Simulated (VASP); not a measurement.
A run of VASP 6.6.1 is set up as follows.

File INCAR:

```
  PREC = Accurate
  ENCUT = 500
  EDIFF = 1E-7
  ISMEAR = -1
  SIGMA = 0.1
  LREAL = False
  LASPH = True
  NELM = 120
  ALGO = Normal
  ISIF = 3
  LWAVE = False
  LCHARG = False
  GGA = RP
  IBRION = 2
  NSW = 80
  EDIFFG = -0.01
  GGA_COMPAT = False
  NELMIN = 4
```

KPOINTS

```
Automatic mesh
0
Gamma
  10 10 10
```

File POSCAR:

```
Sc
1.0
    3.0000848774      0.0000000000      0.0000000000
    0.0000000000      3.0000848774      0.0000000000
    0.0000000000      0.0000000000      3.0000848774
Sc
1
Direct
    0.0000000000      0.0000000000      0.0000000000
```

Potentials or basis: VASP PAW PBE potentials, release 64 (Sc_sv).

Launch:

```console
$ cat potpaw_PBE.64/Sc_sv/POTCAR > POTCAR
$ mpirun -np 1 vasp_std > vasp.out
```

(1) Predict the space group after relaxing (to 0.1 Å).

(2) Estimate the relaxed volume.

(3) Estimate the band gap on the k mesh.

## Answers

(1) Pm-3m (No. 221).

(2) 27.62 Å³/atom.

(3) zero (an odd number of electrons rules out a gap without spin polarisation).

Caveat: the PAW data sets were made with another functional, which shifts forces and pressure a little.
